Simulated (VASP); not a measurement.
# BAs (I-4m2) in VASP: further runs

The runs below take BAs through single point, with PBEsol.

All numbers are computed with VASP 6.6.1; they aren't measurements. Logs are shortened: lines on timing, memory, paths and dates and some standing lists are left out, and cuts for length are marked.

### 1 The cell of the first run

Symmetry: I-4m2, No. 119, tetragonal system. The conventional cell has a = 3.095 Å, b = 3.095 Å, c = 5.690 Å, α = 90.00°, β = 90.00°, γ = 90.00°. B (site symmetry -4m2) has 4 As at 2.10 Å within 2.8 Å. Within 2.8 Å of As (site symmetry -4m2) lie 4 B at 2.10 Å.

### 2 Single point, PBEsol

Input file INCAR:

```
SYSTEM = BAs
  PREC = Accurate
  ENCUT = 520
  EDIFF = 1E-6
  ISMEAR = 0
  SIGMA = 0.05
  LREAL = .FALSE.
  LASPH = .TRUE.
  NELM = 80
  ALGO = Normal
  ISIF = 2
  LWAVE = .FALSE.
  LCHARG = .FALSE.
  GGA = PS
  NBANDS = 11
```

Input file KPOINTS:

```
Automatic mesh
0
G
  12 12 12
  0 0 0
```

Input file POSCAR:

```
BAs
1.0
    0.0000000000      2.1884877912      2.8450341286
    2.1884877912      0.0000000000      2.8450341286
    2.1884877912      2.1884877912      0.0000000000
B As
1 1
Direct
    0.0000000000      0.0000000000      0.0000000000
    0.7500000000      0.7500000000      0.7500000000
```

Potentials or basis: VASP PAW PBE potentials, release 64 (B, As).

On the command line:

```
$ cat potpaw_PBE.64/B/POTCAR potpaw_PBE.64/As/POTCAR > POTCAR
$ mpirun -np 1 vasp_std > vasp.out
```

OUTCAR:

```text
SYSTEM = BAs
   PREC = Accurate
   ENCUT = 520
   EDIFF = 1E-6
   ISMEAR = 0
   LREAL = .FALSE.
   LASPH = .TRUE.
   NELM = 80
   ISIF = 2
   GGA = PS

 ion  position               nearest neighbor table
   1  0.000  0.000  0.000-   2 2.10   2 2.10   2 2.10   2 2.10
   2  0.750  0.750  0.750-   1 2.10   1 2.10   1 2.10   1 2.10

  LATTYP: Found a body centered tetragonal cell.
 ALAT       =     3.0949891154
 C/A-ratio  =     1.8384776311

  Lattice vectors:

 A1 = (  -2.1884877912,   0.0000000000,   2.8450341286)
 A2 = (   2.1884877912,   0.0000000000,   2.8450341286)
 A3 = (   0.0000000000,   2.1884877912,  -2.8450341286)

Analysis of symmetry for initial positions (statically):
=====================================================================
 Subroutine PRICEL returns:
 Original cell was already a primitive cell.

 Routine SETGRP: Setting up the symmetry group for a
 body centered tetragonal supercell.

 Subroutine GETGRP returns: Found  8 space group operations
 (whereof  8 operations were pure point group operations)
 out of a pool of 16 trial point group operations.

The static configuration has the point symmetry D_2d.

Analysis of symmetry for dynamics (positions and initial velocities):
=====================================================================
 Subroutine PRICEL returns:
 Original cell was already a primitive cell.

 Routine SETGRP: Setting up the symmetry group for a
 body centered tetragonal supercell.

 Subroutine GETGRP returns: Found  8 space group operations
 (whereof  8 operations were pure point group operations)
 out of a pool of 16 trial point group operations.

The dynamic configuration has the point symmetry D_2d.

 Subroutine INISYM returns: Found  8 space group operations
 (whereof  8 operations are pure point group operations),
 and found     1 'primitive' translations

----------------------------------------------------------------------------------------

                                     Primitive cell

  volume of cell :      27.2525

  direct lattice vectors                    reciprocal lattice vectors
     0.000000000  2.188487791  2.845034129    -0.228468261  0.228468261  0.175744816
     2.188487791  0.000000000  2.845034129     0.228468261 -0.228468261  0.175744816
     2.188487791  2.188487791  0.000000000     0.228468261  0.228468261 -0.175744816

  length of vectors
     3.589386856  3.589386856  3.094989115     0.367806652  0.367806652  0.367806652

  position of ions in fractional coordinates (direct lattice)
     0.000000000  0.000000000  0.000000000
     0.750000000  0.750000000  0.750000000

  ion indices of the primitive-cell ions
   primitive index   ion index
                 1           1
                 2           2

----------------------------------------------------------------------------------------

 KPOINTS: Automatic mesh

Automatic generation of k-mesh.
 Grid dimensions read from file:
 generate k-points for:   12   12   12

 Generating k-lattice:

  Cartesian coordinates                     Fractional coordinates (reciprocal lattice)
    -0.019039022  0.019039022  0.014645401     0.083333333  0.000000000  0.000000000
     0.019039022 -0.019039022  0.014645401     0.000000000  0.083333333  0.000000000
     0.019039022  0.019039022 -0.014645401    -0.000000000 -0.000000000  0.083333333

  Length of vectors
     0.030650554  0.030650554  0.030650554

  Shift w.r.t. Gamma in fractional coordinates (k-lattice)
     0.000000000  0.000000000  0.000000000

 Subroutine IBZKPT returns following result:
 ===========================================

 Found    163 irreducible k-points:

 Following reciprocal coordinates:
            Coordinates               Weight
  0.000000  0.000000  0.000000      1.000000
  0.083333  0.000000  0.000000      8.000000
  0.166667  0.000000  0.000000      8.000000
  0.250000  0.000000  0.000000      8.000000
  0.333333  0.000000  0.000000      8.000000
  0.416667 -0.000000  0.000000      8.000000
[... 16 lines left out ...]
  0.500000  0.166667  0.000000      8.000000
[... 48 lines left out ...]
      8      10.7149      0.00000
      9      15.5030      0.00000
     10      15.8120      0.00000
     11      16.7047      0.00000

 k-point     2 :       0.0833    0.0000    0.0000
  band No.  band energies     occupation
      1      -9.2165      2.00000
      2       3.5875      2.00000
      3       6.2099      2.00000
      4       7.0469      0.00000
      5       8.8136      0.00000
      6       9.5364      0.00000
      7       9.7904      0.00000
      8      11.3378      0.00000
      9      15.3578      0.00000
     10      16.2743      0.00000
     11      17.6780      0.00000

 k-point     3 :       0.1667    0.0000    0.0000
  band No.  band energies     occupation
      1      -8.8643      2.00000
      2       2.6518      2.00000
      3       4.7101      2.00000
      4       6.7389      0.04101
      5       8.1261      0.00000
      6      10.2294      0.00000
      7      10.6837      0.00000
      8      12.2870      0.00000
      9      15.6651      0.00000
     10      17.3684      0.00000
     11      19.7495      0.00000

 k-point     4 :       0.2500    0.0000    0.0000
  band No.  band energies     occupation
      1      -8.2929      2.00000
      2       1.1150      2.00000
      3       3.6960      2.00000
      4       6.4791      2.00000
      5       7.4410      0.00000
      6      10.9956      0.00000
      7      11.5587      0.00000
      8      13.0849      0.00000
      9      16.3780      0.00000
     10      18.8259      0.00000
     11      18.9160      0.00000
[... 239 lines left out ...]
 k-point    22 :       0.4167    0.1667    0.0000
  band No.  band energies     occupation
      1      -7.3245      2.00000
      2      -1.0111      2.00000
      3       1.7462      2.00000
      4       5.2399      2.00000
      5       9.7022      0.00000
      6      11.1936      0.00000
      7      13.3131      0.00000
      8      15.0397      0.00000
      9      16.4491      0.00000
     10      19.3906      0.00000
     11      20.9077      0.00000

 k-point    23 :       0.5000    0.1667    0.0000
  band No.  band energies     occupation
      1      -6.5500      2.00000
      2      -1.9501      2.00000
      3       0.9547      2.00000
      4       5.4259      2.00000
      5       9.3151      0.00000
      6      11.4557      0.00000
      7      13.2729      0.00000
      8      15.4373      0.00000
      9      17.9721      0.00000
     10      19.9094      0.00000
     11      20.6042      0.00000

 k-point    24 :      -0.4167    0.1667    0.0000
  band No.  band energies     occupation
      1      -6.1025      2.00000
      2      -2.4212      2.00000
      3       0.6845      2.00000
      4       5.7518      2.00000
      5       9.0475      0.00000
      6      11.8583      0.00000
      7      12.8917      0.00000
      8      14.6105      0.00000
      9      18.3515      0.00000
     10      19.2337      0.00000
     11      20.2580      0.00000

 [... further k-points ...]

------------------------ aborting loop because EDIFF is reached ----------------------------------------

  FORCE on cell =-STRESS in cart. coord.  units (eV):
  Direction    XX          YY          ZZ          XY          YZ          ZX
  --------------------------------------------------------------------------------------
  -------------------------------------------------------------------------------------
  Total        3.8902335      3.8902335     -7.5355775      0.0000000      0.0000000      0.0000000
  in kB      228.7075573    228.7075573   -443.0180213      0.0000000      0.0000000      0.0000000
  external PRESSURE =       4.7990311 kB  Pullay stress =       0.0000000 kB

 VOLUME and BASIS-vectors are now :
 -----------------------------------------------------------------------------
  energy-cutoff  :      520.00
  volume of cell :       27.25
      direct lattice vectors                 reciprocal lattice vectors
     0.000000000  2.188487791  2.845034129    -0.228468261  0.228468261  0.175744816
     2.188487791  0.000000000  2.845034129     0.228468261 -0.228468261  0.175744816
     2.188487791  2.188487791  0.000000000     0.228468261  0.228468261 -0.175744816

 POSITION                                       TOTAL-FORCE (eV/Angst)
 -----------------------------------------------------------------------------------
      0.00000      0.00000      0.00000         0.000000      0.000000     -0.000000
      3.28273      3.28273      4.26755        -0.000000     -0.000000      0.000000
 -----------------------------------------------------------------------------------
    total drift:                                0.000000      0.000000      0.000000

  FREE ENERGIE OF THE ION-ELECTRON SYSTEM (eV)
  ---------------------------------------------------
  free  energy   TOTEN  =       -11.2326691316 eV

  energy  without entropy=      -11.2321617871  energy(sigma->0) =      -11.23241546
```

Run time: 45 s. Hardware: 1 thread of Intel Xeon 8259CL, shared host; peak memory 0.19 GiB.

Results:

```
Free energy            : -11.2327 eV
Pressure               : 0.5 GPa
Band gap on the k mesh : zero (bands 4 and 5 overlap by 0.91 eV)
```

Stress tensor (GPa, compression positive):
```
 22.87   0.00   0.00
  0.00  22.87   0.00
  0.00   0.00 -44.30
```

Caveat: the PAW data sets were made with another functional, which shifts forces and pressure a little.

### 3 Single point, PBEsol

This run uses another cell than the first one, of the same volume but with other edges.

Input file INCAR:

```
PREC = Accurate
ENCUT = 520
EDIFF = 1E-6
ISMEAR = 0
SIGMA = 0.05
LREAL = F
LASPH = T
NELM = 80
ALGO = Normal
ISIF = 2
LWAVE = F
LCHARG = T
GGA = PS
LELF = T
LVHAR = T
NBANDS = 11
```

Input file KPOINTS:

```
regular mesh
0
Gamma
  12 12 12
```

Input file POSCAR:

```
BAs
1.0
    0.0000000000      2.4558168217      2.2593514759
    2.4558168217      0.0000000000      2.2593514759
    2.4558168217      2.4558168217      0.0000000000
B As
1 1
Direct
    0.0000000000      0.0000000000      0.0000000000
    0.7500000000      0.7500000000      0.7500000000
```

Potentials or basis: VASP PAW PBE potentials, release 64 (B, As).

On the command line:

```
$ cat potpaw_PBE.64/B/POTCAR potpaw_PBE.64/As/POTCAR > POTCAR
$ mpirun -np 1 vasp_std > vasp.out
```

Wall time 70 s (1 thread of Intel Xeon 8259CL, shared host); peak memory 0.2 GiB.

Results (log left out):

* Free energy: -12.1310 eV
* Pressure: -0.1 GPa
* Band gap on the k mesh: zero (bands 4 and 5 overlap by 0.11 eV)

Stress tensor (GPa, compression positive):
```
-4.94  0.00  0.00
 0.00 -4.94  0.00
 0.00  0.00  9.72
```

Levels at points of the mesh, in eV from the Fermi level:
| k point | band 1 | band 2 | band 3 | band 4 | band 5 | band 6 | band 7 | band 8 | band 9 |
| --- | --- | --- | --- | --- | --- | --- | --- | --- | --- |
| (0.00, 0.00, 0.00) | -15.81 | -0.62 | -0.62 | 0.11 | 2.55 | 3.09 | 3.09 | 4.24 | 9.01 |
| (0.50, 0.00, 0.00) | -12.91 | -9.20 | -2.66 | -1.75 | 1.96 | 4.00 | 5.03 | 8.43 | 11.93 |
| (0.50, 0.50, 0.00) | -11.17 | -8.43 | -4.98 | -4.98 | 0.28 | 0.35 | 10.97 | 10.97 | 12.85 |
| (0.50, 0.00, 0.50) | -11.83 | -9.13 | -4.25 | -4.12 | 1.30 | 1.32 | 10.16 | 11.18 | 11.90 |

Caveat: semilocal functionals underestimate gaps, so a narrow gap can read as zero; the PAW data sets were made with another functional, which shifts forces and pressure a little.

### 4 Single point, PBEsol

This run uses another cell than the first one, of the same volume but with other edges.

Input file INCAR:

```
SYSTEM = BAs
  ALGO = Normal
  EDIFF = 1E-7
  ENCUT = 520
  GGA = PS
  ISIF = 2
  ISMEAR = 0
  LASPH = .TRUE.
  LCHARG = .TRUE.
  LELF = .TRUE.
  LREAL = .FALSE.
  LVHAR = .TRUE.
  LWAVE = .FALSE.
  NBANDS = 11
  NELM = 60
  PREC = Accurate
  SIGMA = 0.05
```

Input file KPOINTS:

```
k-points
0
G
  12 12 12
  0 0 0
```

Input file POSCAR:

```
BAs
1.0
    0.0000000000      2.3138099477      2.5451909425
    2.3138099477      0.0000000000      2.5451909425
    2.3138099477      2.3138099477      0.0000000000
B As
1 1
Direct
    0.0000000000      0.0000000000      0.0000000000
    0.7500000000      0.7500000000      0.7500000000
```

On the command line:

```
$ cat potpaw_PBE.64/B/POTCAR potpaw_PBE.64/As/POTCAR > POTCAR
$ mpirun -np 1 vasp_std > vasp.out
```

It took 62 s on 1 thread of Intel Xeon 8259CL, shared host; peak memory 0.19 GiB.

Results (log left out):

* Free energy: -12.0891 eV
* Pressure: 0.0 GPa
* Band gap on the k mesh: 0.36 eV (least direct gap 2.76 eV)

Stress tensor (GPa, compression positive):
```
  7.43   0.00   0.00
  0.00   7.43   0.00
  0.00   0.00 -14.77
```

Levels at points of the mesh, in eV from the valence-band top:
| k point | band 1 | band 2 | band 3 | band 4 | band 5 | band 6 | band 7 | band 8 |
| --- | --- | --- | --- | --- | --- | --- | --- | --- |
| (0.00, 0.00, 0.00) | -15.78 | -1.03 | 0.00 | 0.00 | 2.76 | 2.76 | 3.34 | 4.20 |
| (0.50, 0.00, 0.00) | -12.88 | -9.16 | -2.76 | -1.55 | 1.80 | 4.54 | 4.79 | 8.46 |
| (0.50, 0.50, 0.00) | -12.11 | -9.36 | -3.81 | -3.81 | 1.74 | 1.81 | 10.88 | 10.88 |
| (0.50, 0.00, 0.50) | -11.30 | -8.60 | -4.79 | -4.62 | 0.59 | 0.68 | 10.02 | 11.29 |

Caveat: the PAW data sets were made with another functional, which shifts forces and pressure a little.

### 5 Single point, PBEsol

This run uses another cell than the first one, of the same volume but with other edges.

Input file INCAR:

```
PREC     = Accurate       # precision mode
ENCUT    = 520            # plane-wave cutoff, eV
EDIFF    = 1E-6           # SCF threshold, eV
ISMEAR   = 0              # smearing method
SIGMA    = 0.05           # smearing width, eV
LREAL    = False          # projectors in reciprocal space
LASPH    = True           # aspherical terms in the spheres
NELM     = 60             # most SCF steps
ALGO     = Normal         # electronic algorithm
ISIF     = 2              # what is computed and relaxed
LWAVE    = False          # write WAVECAR
LCHARG   = False          # write CHGCAR
GGA      = PS             # functional
NBANDS   = 11             # bands
```

Input file KPOINTS:

```
Automatic mesh
0
Gamma
  12 12 12
```

Input file POSCAR:

```
BAs
1.0
    0.0000000000      2.7573218356      1.7922591931
    2.7573218356      0.0000000000      1.7922591931
    2.7573218356      2.7573218356      0.0000000000
B As
1 1
Direct
    0.0000000000      0.0000000000      0.0000000000
    0.7500000000      0.7500000000      0.7500000000
```

On the command line:

```
$ cat potpaw_PBE.64/B/POTCAR potpaw_PBE.64/As/POTCAR > POTCAR
$ mpirun -np 1 vasp_std > vasp.out
```

It took 34 s on 1 thread of Intel Xeon 8259CL, shared host; peak memory 0.18 GiB.

Results (log left out):

```yaml
Free_energy: -11.0990 eV
Pressure: -5.9 GPa
Band_gap_on_the_k_mesh: zero (bands 4 and 5 overlap by 4.08 eV)
```

Stress tensor (GPa, compression positive):
```
-15.52   0.00   0.00
  0.00 -15.52   0.00
  0.00   0.00  13.46
```

Levels at points of the mesh, in eV from the Fermi level:
```tsv
k point	band 1	band 2	band 3	band 4	band 5	band 6	band 7	band 8	band 9
(0.00, 0.00, 0.00)	-15.11	-0.82	-0.82	2.30	2.98	3.38	5.63	5.63	8.14
(0.50, 0.00, 0.00)	-11.83	-8.26	-3.11	-0.61	0.11	3.35	6.35	9.97	12.23
(0.50, 0.50, 0.00)	-9.32	-5.89	-5.89	-5.67	-0.56	-0.35	11.40	11.40	13.58
(0.50, 0.00, 0.50)	-11.90	-9.21	-1.69	-1.33	4.00	4.39	6.81	7.92	8.98
```

Caveat: the cell stands under tension; the PAW data sets were made with another functional, which shifts forces and pressure a little.

### 6 Single point, PBEsol

This run uses another cell than the first one, of the same volume but with other edges.

Input file INCAR:

```
PREC = Accurate
ENCUT = 520
EDIFF = 1E-7
ISMEAR = 0
SIGMA = 0.05
LREAL = F
LASPH = T
NELM = 60
ALGO = Normal
ISIF = 2
LWAVE = F
LCHARG = F
GGA = PS
NBANDS = 11
```

Input file KPOINTS:

```
regular mesh
0
Gamma
  12 12 12
```

Input file POSCAR:

```
BAs
1.0
    0.0000000000      2.0865469400      3.1298204100
    2.0865469400      0.0000000000      3.1298204100
    2.0865469400      2.0865469400      0.0000000000
B As
1 1
Direct
    0.0000000000      0.0000000000      0.0000000000
    0.7500000000      0.7500000000      0.7500000000
```

Potentials or basis: VASP PAW PBE potentials, release 64 (B, As).

On the command line:

```
$ cat potpaw_PBE.64/B/POTCAR potpaw_PBE.64/As/POTCAR > POTCAR
$ mpirun -np 1 vasp_std > vasp.out
```

It took 60 s on 1 thread of Intel Xeon 8259CL, shared host; peak memory 0.19 GiB.

It converged, with:

* Free energy: -10.1416 eV
* Pressure: 0.7 GPa
* Band gap on the k mesh: zero (bands 4 and 5 overlap by 2.39 eV)

Stress tensor (GPa, compression positive):
```
 20.32   0.00   0.00
  0.00  20.32   0.00
  0.00   0.00 -38.62
```

Levels at points of the mesh, in eV from the Fermi level:
| k point | band 1 | band 2 | band 3 | band 4 | band 5 | band 6 | band 7 | band 8 | band 9 |
| --- | --- | --- | --- | --- | --- | --- | --- | --- | --- |
| (0.00, 0.00, 0.00) | -15.91 | -4.10 | 0.25 | 1.50 | 1.50 | 3.00 | 3.00 | 5.04 | 8.98 |
| (0.50, 0.00, 0.00) | -12.72 | -9.08 | -4.64 | -1.49 | 0.99 | 6.07 | 6.92 | 7.78 | 11.10 |
| (0.50, 0.50, 0.00) | -13.82 | -10.63 | -1.33 | -1.33 | 4.30 | 4.78 | 8.39 | 9.39 | 9.39 |
| (0.50, 0.00, 0.50) | -10.17 | -7.63 | -5.47 | -4.61 | -0.41 | -0.05 | 5.77 | 7.68 | 8.39 |

Caveat: the PAW data sets were made with another functional, which shifts forces and pressure a little.

### 7 Overview

```csv
cell,gap on the mesh (eV),pressure (GPa)
"a = 3.589, b = 3.589, c = 3.095 Å, angles 64.5, 64.5, 51.1°, 2 atoms",none,0.5
"a = 3.337, b = 3.337, c = 3.473 Å, angles 58.6, 58.6, 62.7°, 2 atoms",none,-0.1
"a = 3.440, b = 3.440, c = 3.272 Å, angles 61.6, 61.6, 56.8°, 2 atoms",0.36,0.0
"a = 3.289, b = 3.289, c = 3.899 Å, angles 53.6, 53.6, 72.7°, 2 atoms",none,-5.9
"a = 3.762, b = 3.762, c = 2.951 Å, angles 66.9, 66.9, 46.2°, 2 atoms",none,0.7
```

Alike in all rows: task single point; level PBEsol; potentials or basis VASP PAW PBE potentials, release 64 (B, As); no spin polarisation; k mesh 12 × 12 × 12; cutoff (eV) 520; smearing gaussian 0.05 eV.

Caveats: the PAW data sets were made with another functional, which shifts forces and pressure a little; semilocal functionals underestimate gaps, so a narrow gap can read as zero (at least some runs); the cell stands under tension (at least some runs).

Total energies depend on the potentials used, so only differences within one code and one set of settings carry meaning.
